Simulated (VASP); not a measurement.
Set up this calculation in VASP 6.6.1, as the native input.

| Quantity | Value |
| --- | --- |
| Task | relaxation of cell and atoms |
| Functional | PBEsol |
| Potentials or basis | VASP PAW PBE potentials, release 64 (Be) |
| Cutoff | 600 eV |
| k mesh | 11 × 11 × 6 |
| Occupations | fermi-dirac, width 0.1 eV |
| Spin | no spin polarisation |
| Dipole correction | no |
| Further INCAR settings | ALGO = Normal; EDIFF = 1e-06; IBRION = 2; EDIFFG = -0.03; NSW = 80; ISIF = 3 |

The structure of Be lies in POSCAR:

```
Be
1.0
    2.2853000000      0.0000000000      0.0000000000
   -1.1426500000      1.9791278600      0.0000000000
    0.0000000000      0.0000000000      3.5842000000
Be
2
Direct
    0.3333333333      0.6666666667      0.2500000000
    0.6666666667      0.3333333333      0.7500000000
```

The input as run:

INCAR

```
SYSTEM = Be
PREC = Accurate
ENCUT = 600
EDIFF = 1E-6
ISMEAR = -1
SIGMA = 0.1
LREAL = .FALSE.
LASPH = .TRUE.
NELM = 80
ALGO = Normal
ISIF = 3
LWAVE = .FALSE.
LCHARG = .FALSE.
GGA = PS
IBRION = 2
NSW = 80
EDIFFG = -0.03
```

KPOINTS

```
regular mesh
0
G
  11 11 6
  0 0 0
```

Potentials or basis: VASP PAW PBE potentials, release 64 (Be).

Launch:

```console
$ cat potpaw_PBE.64/Be/POTCAR > POTCAR
$ mpirun -np 1 vasp_std > vasp.out
```

It gave:

```
Relaxed volume                         : 7.86 Å³/atom
Relaxed cell                           : a = 2.258 Å, b = 2.258 Å, c = 3.558 Å, α = 90.00°, β = 90.00°, γ = 120.00°
Space group after relaxing (to 0.05 Å) : P6_3/mmc (No. 194)
Energy gained by relaxing              : 3.0 meV/atom
Ionic steps                            : 3
Pressure after relaxing                : 0.0 GPa
Band gap on the k mesh                 : zero (band 2 reaches 7.69 eV, above the bottom of band 3 at 7.30 eV)
```

Caveat: the PAW data sets were made with another functional, which shifts forces and pressure a little.

Run time: 7.7 s on 1 thread of Intel(R) Xeon(R) Platinum 8375C CPU @ 2.90GHz (Ice Lake), with other jobs on the host, peak memory 0.12 GiB.
